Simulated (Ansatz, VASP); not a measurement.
# Two plane-wave programs on CdH6

Contents of INCAR:

```
SYSTEM = CdH6
PREC = Accurate
ENCUT = 600
EDIFF = 1E-6
ISMEAR = 0
SIGMA = 0.1
LREAL = .FALSE.
LASPH = .TRUE.
NELM = 100
ALGO = Normal
ISIF = 3
LWAVE = .FALSE.
LCHARG = .FALSE.
GGA = PE
IBRION = 2
NSW = 100
EDIFFG = -0.01
```

KPOINTS

```
regular mesh
0
G
  10 10 8
  0 0 0
```

POSCAR

```
CdH6
1.0
    3.5196500157      0.0000000000      0.0000000000
    0.0000000000      3.5196500157      0.0000000000
    0.0000000000      0.0000000000      5.4439663487
Cd H
1 6
Direct
    0.0000000000      0.0000000000      0.5000000000
    0.1805136984      0.1805136984      0.0000000000
    0.8194863016      0.8194863016      0.0000000000
    0.8194863016      0.1805136984      0.0000000000
    0.1805136984      0.8194863016      0.0000000000
    0.5000000000      0.0000000000      0.5000000000
    0.0000000000      0.5000000000      0.5000000000
```

Input for Ansatz:

```yaml
crystal:
  lattice:
    - [3.5196500157, 0.0, 0.0]
    - [0.0, 3.5196500157, 0.0]
    - [0.0, 0.0, 5.4439663487]
  atoms:
    - { symbol: Cd, position: [0.0, 0.0, 0.5] }
    - { symbol: H, position: [0.1805136984, 0.1805136984, 0.0] }
    - { symbol: H, position: [0.8194863016, 0.8194863016, 0.0] }
    - { symbol: H, position: [0.8194863016, 0.1805136984, 0.0] }
    - { symbol: H, position: [0.1805136984, 0.8194863016, 0.0] }
    - { symbol: H, position: [0.5, 0.0, 0.5] }
    - { symbol: H, position: [0.0, 0.5, 0.5] }
basis:
  ecutwfc: 420
kpoints:
  mp_grid: { grid: [10, 10, 8] }
hamiltonian:
  xc: pbe
scf:
  occupations: { method: gaussian, width: 0.1 }
output:
  forces: true
  stress: true
  eigenvalues: true
  write_density: true
  write_potential: true
  elf: true
  volumetric_format: npy
relax:
  adjacent_minimum: "off"
  f_tol: 0.01
  max_steps: 80
  cell: { stress_tol: 0.05 }
```

Alike in both runs: task relaxation of cell and atoms; functional PBE; k mesh 10 × 10 × 8; occupations gaussian, width 0.1 eV; no spin polarisation.

```csv
,VASP,Ansatz
version,VASP 6.6.1,Ansatz 0.2.0
potentials or method,"VASP PAW PBE potentials, release 64 (Cd, H), cutoff 600 eV","scalar-relativistic, plane waves, PAW"
valence electrons in the cell,18,26
```

```csv
,VASP,Ansatz,Ansatz less VASP
"gap on the k mesh at the Fermi level, each at its own relaxed structure (eV)",none,none,-
relaxed volume (Å³/atom),9.98,9.91,-0.073
relaxed cell length with the largest relative difference (Å),3.535,3.525,-0.0104
```

A gap of «none» marks a metal or a gap that the smearing closes. VASP's potentials hold 18 valence electrons a cell and Ansatz's 26, so a difference there can come from the potentials and not from the codes.
